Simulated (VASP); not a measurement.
The system is Si3N4.

```
CELL_PARAMETERS angstrom
4.13078 0.00000 0.00000
0.00000 4.13078 0.00000
0.00000 0.00000 4.13078
ATOMIC_POSITIONS crystal
Si 0.00000 0.00000 0.50000
Si 0.50000 0.00000 0.00000
Si 0.00000 0.50000 0.00000
N 0.23952 0.23952 0.76048
N 0.76048 0.76048 0.76048
N 0.23952 0.76048 0.23952
N 0.76048 0.23952 0.23952
```

Base run:

```yaml
Program: VASP 6.6.1
Functional: PBE
Potentials_or_basis: VASP PAW PBE potentials, release 64 (Si, N)
Cutoff: 520 eV
k_mesh: 9 × 9 × 9
Occupations: fermi-dirac, width 0.05 eV
Spin: no spin polarisation
```

Its results: band gap on the k mesh 2.73 eV, indirect (least direct gap 2.92 eV); pressure -0.2 GPa; largest force 0.016 eV/Å.

Q: The run is repeated on the same cell with these changes: cutoff from 520 eV to 600 eV; k mesh from 9 × 9 × 9 to 2 × 2 × 2. What comes out?

A: Band gap on the k mesh 2.71 eV, indirect (least direct gap 2.91 eV); pressure -0.6 GPa; largest force 0.127 eV/Å.

Caveats: some runs use coarse meshes.

A k mesh can miss the band edges.
